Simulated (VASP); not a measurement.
# BeTe (F-43m) in VASP: further runs

Aim: see how the results for BeTe move with the level of theory and the settings. Levels: RPBE+D4, PBEsol, PBE+D3(BJ). Tasks: single point.

Everything below comes from runs of VASP 6.6.1. Logs are shortened: lines on timing, memory, paths and dates and some standing lists are left out, and cuts for length are marked.

**1. The cell of the first run**

It takes space group F-43m (No. 216, cubic). The conventional cell has a = 5.633 Å, b = 5.633 Å, c = 5.633 Å, α = 90.00°, β = 90.00°, γ = 90.00°. Within 3.2 Å of Be (site symmetry -43m) lie 4 Te at 2.44 Å. Te (site symmetry -43m) has 4 Be at 2.44 Å within 3.2 Å.

**2. Single point, RPBE+D4 (volume scaled by 1.04)**

Contents of INCAR:

```
PREC = Accurate
ENCUT = 600
EDIFF = 1E-6
ISMEAR = 0
SIGMA = 0.05
LREAL = False
LASPH = True
NELM = 120
ALGO = Normal
ISIF = 2
LWAVE = False
LCHARG = True
GGA = RP
IVDW = 13
LELF = True
LVHAR = True
NBANDS = 11
GGA_COMPAT = False
```

Contents of KPOINTS:

```
regular mesh
0
Gamma
  8 8 8
```

Contents of POSCAR:

```
BeTe
1.0
    0.0000000000      2.8164017354      2.8164017354
    2.8164017354      0.0000000000      2.8164017354
    2.8164017354      2.8164017354      0.0000000000
Be Te
1 1
Direct
    0.0000000000      0.0000000000      0.0000000000
    0.7500000000      0.7500000000      0.7500000000
```

Potentials or basis: VASP PAW PBE potentials, release 64 (Be, Te).

Launch:

```console
cat potpaw_PBE.64/Be/POTCAR potpaw_PBE.64/Te/POTCAR > POTCAR
mpirun -np 1 vasp_std > vasp.out
```

OUTCAR:

```text
PREC = Accurate
   ENCUT = 600
   EDIFF = 1E-6
   ISMEAR = 0
   LREAL = False
   LASPH = True
   NELM = 120
   ISIF = 2
   GGA = RP
   IVDW = 13

 ion  position               nearest neighbor table
   1  0.000  0.000  0.000-   2 2.44   2 2.44   2 2.44   2 2.44
   2  0.750  0.750  0.750-   1 2.44   1 2.44   1 2.44   1 2.44

  LATTYP: Found a face centered cubic cell.
 ALAT       =     5.6328034708

  Lattice vectors:

 A1 = (   0.0000000000,   2.8164017354,   2.8164017354)
 A2 = (   2.8164017354,   0.0000000000,   2.8164017354)
 A3 = (   2.8164017354,   2.8164017354,   0.0000000000)

Analysis of symmetry for initial positions (statically):
=====================================================================
 Subroutine PRICEL returns:
 Original cell was already a primitive cell.

 Routine SETGRP: Setting up the symmetry group for a
 face centered cubic supercell.

 Subroutine GETGRP returns: Found 24 space group operations
 (whereof 24 operations were pure point group operations)
 out of a pool of 48 trial point group operations.

The static configuration has the point symmetry T_d .

Analysis of symmetry for dynamics (positions and initial velocities):
=====================================================================
 Subroutine PRICEL returns:
 Original cell was already a primitive cell.

 Routine SETGRP: Setting up the symmetry group for a
 face centered cubic supercell.

 Subroutine GETGRP returns: Found 24 space group operations
 (whereof 24 operations were pure point group operations)
 out of a pool of 48 trial point group operations.

The dynamic configuration has the point symmetry T_d .

 Subroutine INISYM returns: Found 24 space group operations
 (whereof 24 operations are pure point group operations),
 and found     1 'primitive' translations

----------------------------------------------------------------------------------------

                                     Primitive cell

  volume of cell :      44.6801

  direct lattice vectors                    reciprocal lattice vectors
     0.000000000  2.816401735  2.816401735    -0.177531491  0.177531491  0.177531491
     2.816401735  0.000000000  2.816401735     0.177531491 -0.177531491  0.177531491
     2.816401735  2.816401735  0.000000000     0.177531491  0.177531491 -0.177531491

  length of vectors
     3.982993531  3.982993531  3.982993531     0.307493563  0.307493563  0.307493563

  position of ions in fractional coordinates (direct lattice)
     0.000000000  0.000000000  0.000000000
     0.750000000  0.750000000  0.750000000

  ion indices of the primitive-cell ions
   primitive index   ion index
                 1           1
                 2           2
[... 84 lines left out ...]
   NUPDOWN=      -1.0000    fix difference up-down
   EMIN   =  10.00;   EMAX   =-10.00  energy-range for DOS
   EFERMI =   0.00;   METHOD = LEGACY
   ISMEAR =     0;   SIGMA  =   0.05  broadening in eV -4-tet -1-fermi 0-gaus
   EFERMI_NEDOS =   21; number of points for ismear=-14 and -15
   IALGO  =     38    algorithm
   IMIX   =      4    mixing-type and parameters
     AMIX     =   0.40;   BMIX     =  1.00
     AMIX_MAG =   1.60;   BMIX_MAG =  1.00
  volume/ion in A,a.u.               =      22.34       150.76
  Fermi-wavevector in a.u.,A,eV,Ry     =   0.922714  1.743676 11.584004  0.851400
  Thomas-Fermi vector in A             =   2.048271
   LORBIT       =      0    0 simple, 1 ext, 2 COOP (PROOUT), +10 PAW based schemes
   GGA     = RP    functional components
   LHFCALC =     F    Hartree Fock is set to
   AEXX    =    0.0000 exact exchange contribution
   IVDW    =    13    specifies the selected vdW correction
   LEPSILON=     F    determine dielectric tensor
   LRPA    =     F    only Hartree local field effects (RPA)
 non-spin polarized calculation
 Gauss-broadening in eV      SIGMA  =   0.05
  energy-cutoff  :      600.00
  volume of cell :       44.68
 maximum number of plane-waves:      1524
   NGX = 15   NGY = 15   NGZ = 15

 number of electron       8.0000000 magnetization

 Free energy of the ion-electron system (eV)
  ---------------------------------------------------
  ext. energy  EPLUGINS =         0.00000000
  ---------------------------------------------------
  free energy    TOTEN  =        -7.02895857 eV

  energy without entropy =       -7.02895857  energy(sigma->0) =       -7.02895857

 E-fermi :   5.4270     XC(G=0):  -8.9418

 val. band max:        5.1792910845   @ k =   0.0000   0.0000   0.0000
 cond. band min:       7.2472507893   @ k =   0.5000   0.5000   0.0000
 fundamental gap:      2.0679597049
 Fermi energy:         5.4269740447

 k-point     1 :       0.0000    0.0000    0.0000
  band No.  band energies     occupation
      1      -7.0929      2.00000
      2       5.1793      2.00000
      3       5.1793      2.00000
      4       5.1793      2.00000
      5       8.8141      0.00000
      6       8.8141      0.00000
      7       8.8141      0.00000
      8       9.0865      0.00000
      9      13.6453      0.00000
     10      15.3876      0.00000
     11      15.3876      0.00000
[... 309 lines left out ...]
 k-point    24 :      -0.3750    0.2500    0.1250
  band No.  band energies     occupation
      1      -5.5071      2.00000
      2       0.0740      2.00000
      3       2.2951      2.00000
      4       3.2838      2.00000
      5       9.4281      0.00000
      6       9.6220      0.00000
      7      11.8766      0.00000
      8      12.9889      0.00000
      9      13.7648      0.00000
     10      16.8049      0.00000
     11      17.1871      0.00000

 [... further k-points ...]

------------------------ aborting loop because EDIFF is reached ----------------------------------------

  DFT-D4 for vdW energy calculation

  Edisp (eV):   -1.22485

  FORCE on cell =-STRESS in cart. coord.  units (eV):
  Direction    XX          YY          ZZ          XY          YZ          ZX
  --------------------------------------------------------------------------------------
  -------------------------------------------------------------------------------------
  Total      -0.61635    -0.61635    -0.61635     0.00000     0.00000     0.00000
  in kB     -22.10171   -22.10171   -22.10171     0.00000     0.00000     0.00000
  external pressure =      -22.10 kB  Pullay stress =        0.00 kB

 VOLUME and BASIS-vectors are now :
 -----------------------------------------------------------------------------
  energy-cutoff  :      600.00
  volume of cell :       44.68
      direct lattice vectors                 reciprocal lattice vectors
     0.000000000  2.816401735  2.816401735    -0.177531491  0.177531491  0.177531491
     2.816401735  0.000000000  2.816401735     0.177531491 -0.177531491  0.177531491
     2.816401735  2.816401735  0.000000000     0.177531491  0.177531491 -0.177531491

 POSITION                                       TOTAL-FORCE (eV/Angst)
 -----------------------------------------------------------------------------------
      0.00000      0.00000      0.00000         0.000000      0.000000      0.000000
      4.22460      4.22460      4.22460        -0.000000     -0.000000     -0.000000
 -----------------------------------------------------------------------------------
    total drift:                               -0.000000     -0.000000     -0.000000

  FREE ENERGIE OF THE ION-ELECTRON SYSTEM (eV)
  ---------------------------------------------------
  free  energy   TOTEN  =        -8.2538065414 eV

  energy  without entropy=       -8.2538065414  energy(sigma->0) =       -8.25380654
```

OSZICAR:

```text
N       E                     dE             d eps       ncg     rms          rms(c)
DAV:   1     0.209281542127E+02    0.20928E+02   -0.34777E+03   638   0.647E+02
DAV:   2    -0.599748453640E+01   -0.26926E+02   -0.26122E+02   850   0.985E+01
DAV:   3    -0.712388485950E+01   -0.11264E+01   -0.11243E+01   904   0.211E+01
DAV:   4    -0.713463031646E+01   -0.10745E-01   -0.10745E-01   751   0.218E+00
DAV:   5    -0.713486131298E+01   -0.23100E-03   -0.23100E-03   830   0.324E-01    0.431E+00
DAV:   6    -0.704748512222E+01    0.87376E-01   -0.11397E-01   778   0.145E+00    0.261E+00
DAV:   7    -0.702626179609E+01    0.21223E-01   -0.98492E-02   792   0.142E+00    0.511E-01
DAV:   8    -0.702825283257E+01   -0.19910E-02   -0.75192E-03   706   0.504E-01    0.667E-02
DAV:   9    -0.702877547145E+01   -0.52264E-03   -0.63339E-04   790   0.143E-01    0.316E-02
DAV:  10    -0.702894002447E+01   -0.16455E-03   -0.23908E-04   688   0.821E-02    0.179E-02
DAV:  11    -0.702895313339E+01   -0.13109E-04   -0.14699E-05   788   0.230E-02    0.120E-02
DAV:  12    -0.702895845933E+01   -0.53259E-05   -0.15692E-05   668   0.229E-02    0.700E-03
DAV:  13    -0.702895857283E+01   -0.11350E-06   -0.19470E-07   697   0.285E-03
   1 F= -.82538065E+01 E0= -.82538065E+01  d E =-.364087E-14
```

It took 21 s on 1 thread of Intel Xeon 8259CL, shared host; peak memory 0.18 GiB.

Results:

- Free energy: -8.2538 eV
- Pressure: -2.2 GPa
- Band gap on the k mesh: 2.07 eV, indirect (least direct gap 3.63 eV)
- Dispersion energy per atom: -0.612 eV

Levels at points of the mesh, in eV from the valence-band top:
```tsv
k point	band 2	band 3	band 4	band 5	band 6	band 7
(0.00, 0.00, 0.00)	0.00	0.00	0.00	3.63	3.63	3.63
(0.50, 0.00, 0.00)	-5.52	-1.13	-1.13	3.12	4.62	4.62
(0.50, 0.50, 0.00)	-5.11	-2.64	-2.64	2.07	2.71	9.76
```

Caveat: the cell differs from its parent crystal (volume scaled by 1.04); the PAW data sets were made with another functional, which shifts forces and pressure a little; spin-orbit coupling is left out, which moves the levels of the heavy elements. A k mesh can miss the band edges.

**3. Single point, PBEsol**

This run uses another cell than the first one, of 22.01 Å³/atom, 0.985 times its volume.

Contents of INCAR:

```
SYSTEM = BeTe
  ALGO = Normal
  EDIFF = 1E-6
  ENCUT = 600
  GGA = PS
  GGA_COMPAT = .False.
  ISIF = 2
  ISMEAR = 0
  LASPH = .True.
  LCHARG = .False.
  LREAL = .False.
  LWAVE = .False.
  NBANDS = 11
  NELM = 120
  PREC = Accurate
  SIGMA = 0.05
```

Contents of KPOINTS:

```
k-points
0
Gamma
  8 8 8
  0 0 0
```

Contents of POSCAR:

```
BeTe
1.0
    0.0000000000      2.8025663535      2.8025663535
    2.8025663535      0.0000000000      2.8025663535
    2.8025663535      2.8025663535      0.0000000000
Be Te
1 1
Direct
    0.0000000000      0.0000000000      0.0000000000
    0.7500000000      0.7500000000      0.7500000000
```

Potentials or basis: VASP PAW PBE potentials, release 64 (Be, Te).

Launch:

```console
cat potpaw_PBE.64/Be/POTCAR potpaw_PBE.64/Te/POTCAR > POTCAR
mpirun -np 1 vasp_std > vasp.out
```

It took 16 s on 1 thread of Intel Xeon 8259CL, shared host; peak memory 0.18 GiB.

It converged, with:

```yaml
Free_energy: -8.2159 eV
Pressure: 0.2 GPa
Band_gap_on_the_k_mesh: 1.82 eV, indirect (least direct gap 3.59 eV)
```

Levels at points of the mesh, in eV from the valence-band top:
| k point | band 1 | band 2 | band 3 | band 4 | band 5 | band 6 | band 7 | band 8 |
| --- | --- | --- | --- | --- | --- | --- | --- | --- |
| (0.00, 0.00, 0.00) | -12.43 | 0.00 | 0.00 | 0.00 | 3.59 | 3.59 | 3.59 | 3.84 |
| (0.50, 0.00, 0.00) | -11.04 | -5.67 | -1.16 | -1.16 | 3.07 | 4.55 | 4.55 | 7.66 |
| (0.50, 0.50, 0.00) | -10.54 | -5.21 | -2.71 | -2.71 | 1.82 | 2.59 | 9.80 | 9.80 |

Caveat: the PAW data sets were made with another functional, which shifts forces and pressure a little; spin-orbit coupling is left out, which moves the levels of the heavy elements.

(Continued in part 2 of 2.)
